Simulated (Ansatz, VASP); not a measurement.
## One calculation of TaTeS, two programs

```
Ta Te S
1.0
     3.54190    0.00000    0.00000
    -1.77095    3.06737    0.00000
     0.00000    0.00000   30.66412
Ta Te S
1 1 1
Direct
  0.00000 0.00000 0.28542
  0.66667 0.33333 0.34873
  0.33333 0.66667 0.23990
```

Alike in both runs: functional PBE; k mesh 18 × 18 × 1; occupations fermi-dirac, width 0.15 eV; no spin polarisation.

Ansatz relaxed the structure, and its values are those at the end. VASP's run is a single point on that final structure, the one shown.

|  | VASP | Ansatz |
| --- | --- | --- |
| version | VASP 6.6.1 | Ansatz 0.2.0 |
| potentials or method | VASP PAW PBE potentials, release 64 (Ta_pv, Te, S), cutoff 520 eV | scalar-relativistic, plane waves, PAW |
| valence electrons in the cell | 23 | 35 |

|  | VASP | Ansatz | Ansatz less VASP |
| --- | --- | --- | --- |
| gap on the k mesh at the Fermi level (eV) | none | none | - |
| rms of the force components (eV/Å) | 0.007 | 0.000 | -0.0066 |

A gap of «none» marks a metal or a gap that the smearing closes. The functional is the same, so the differences come from potentials, cutoffs and numerics. VASP's potentials hold 23 valence electrons a cell and Ansatz's 35, so a difference there can come from the potentials and not from the codes. Ansatz's warnings: xc potential rough in thin density.

Spin-orbit coupling is off throughout.
